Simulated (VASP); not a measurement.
GaN:

```
CELL_PARAMETERS angstrom
3.18900 0.00000 0.00000
-1.59450 2.76176 0.00000
0.00000 0.00000 5.18500
ATOMIC_POSITIONS crystal
Ga 0.33333 0.66667 0.00000
Ga 0.66667 0.33333 0.50000
N 0.33333 0.66667 0.37700
N 0.66667 0.33333 0.87700
```

Base run:

| Quantity | Value |
| --- | --- |
| Program | VASP 6.6.1 |
| Functional | PBE |
| Potentials or basis | VASP PAW PBE potentials, release 64 (Ga_d, N) |
| Cutoff | 520 eV |
| k mesh | 8 × 8 × 5 |
| Occupations | gaussian, width 0.03 eV |
| Spin | no spin polarisation |

Its results: band gap on the k mesh 1.92 eV; pressure 5.5 GPa.

**Question.** The run is repeated on the same cell with these changes: functional from PBE to r2SCAN. What comes out?

**Answer.** Band gap on the k mesh 2.32 eV; pressure 0.3 GPa.

Caveats: the cell stands under pressure (at least some runs); the PAW data sets were made with another functional, which shifts forces and pressure a little (at least some runs).

